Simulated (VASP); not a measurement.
# CuI: single point with PBE

The system is CuI.

```
Cu I
1.0
     0.00000    3.01203    3.01203
     3.07227    0.00000    3.01203
     3.07227    3.01203    0.00000
Cu I
1 1
Direct
  0.00000 0.00000 0.00000
  0.25000 0.25000 0.25000
```

This cell differs from its parent crystal: uniaxial x strain +2.0%.

- Program: VASP 6.6.1
- Task: single point
- Functional: PBE
- Potentials or basis: VASP PAW PBE potentials, release 64 (Cu, I)
- Cutoff: 520 eV
- k mesh: 8 × 8 × 8
- Occupations: fermi-dirac, width 0.02 eV
- Spin: no spin polarisation
- Dipole correction: no
- Further INCAR settings: ALGO = Normal; EDIFF = 1e-06; NBANDS = 16

- Pressure: 0.3 GPa
- Band gap on the k mesh: 1.13 eV

Stress tensor (GPa, compression positive):
```
0.03 0.00 0.00
0.00 0.39 0.00
0.00 0.00 0.39
```

Levels at points of the mesh, in eV from the valence-band top:
| k point | band 6 | band 7 | band 8 | band 9 | band 10 | band 11 | band 12 | band 13 |
| --- | --- | --- | --- | --- | --- | --- | --- | --- |
| (0.00, 0.00, 0.00) | -1.85 | -0.03 | 0.00 | 0.00 | 1.13 | 4.84 | 4.87 | 4.87 |
| (0.50, 0.00, 0.00) | -1.83 | -1.79 | -0.73 | -0.70 | 2.14 | 5.33 | 5.47 | 7.40 |
| (0.50, 0.50, 0.00) | -1.80 | -1.77 | -1.52 | -1.49 | 2.68 | 2.85 | 9.22 | 9.66 |
| (0.00, 0.50, 0.50) | -1.81 | -1.77 | -1.50 | -1.50 | 2.76 | 2.99 | 9.07 | 9.75 |

Run time: 31 s on 1 thread of Intel(R) Xeon(R) Platinum 8259CL CPU @ 2.50GHz (Skylake/Cascade Lake), with other jobs on the host, peak memory 0.2 GiB.

Caveat: the cell differs from its parent crystal (uniaxial x strain +2.0%); spin-orbit coupling is left out, which moves the levels of the heavy elements.
